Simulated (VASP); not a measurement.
The system is Zn2C.

```
CELL_PARAMETERS angstrom
0.00000 2.60427 2.60427
2.60427 0.00000 2.60427
2.60427 2.60427 0.00000
ATOMIC_POSITIONS crystal
C 0.00000 0.00000 0.00000
Zn 0.25000 0.25000 0.25000
Zn 0.75000 0.75000 0.75000
```

* Program: VASP 6.6.1
* Task: relaxation of cell and atoms
* Functional: LDA
* Potentials or basis: VASP PAW LDA potentials, release 64 (C, Zn)
* Cutoff: 600 eV
* k mesh: 8 × 8 × 8
* Occupations: fermi-dirac, width 0.02 eV
* Spin: no spin polarisation

At the start: pressure -10.3 GPa; volume 11.78 Å³/atom.

Q: How do energy, volume and symmetry change on relaxing?

A: Over 3 steps the energy falls by 30.0 meV/atom and the volume is 10.91 Å³/atom (-7.3 %); space group Fm-3m (No. 225, to 0.05 Å).

Step by step:
```
step  energy change (eV)  largest force (eV/Å)  pressure (GPa)  volume (Å³)
   1              0.0000                0.0000          -10.34        35.33
   2             -0.0673                0.0000            6.56        31.58
   3             -0.0900                0.0000           -0.03        32.74
```

Final structure:
```cif
data_structure
_symmetry_space_group_name_H-M 'P 1'
_symmetry_Int_Tables_number 1
_cell_length_a 3.5910
_cell_length_b 3.5910
_cell_length_c 3.5910
_cell_angle_alpha 60.000
_cell_angle_beta 60.000
_cell_angle_gamma 60.000
_cell_volume 32.74
loop_
_atom_site_label
_atom_site_type_symbol
_atom_site_fract_x
_atom_site_fract_y
_atom_site_fract_z
_atom_site_occupancy
C1 C 0.00000 0.00000 0.00000 1
Zn1 Zn 0.25000 0.25000 0.25000 1
Zn2 Zn 0.75000 0.75000 0.75000 1
```
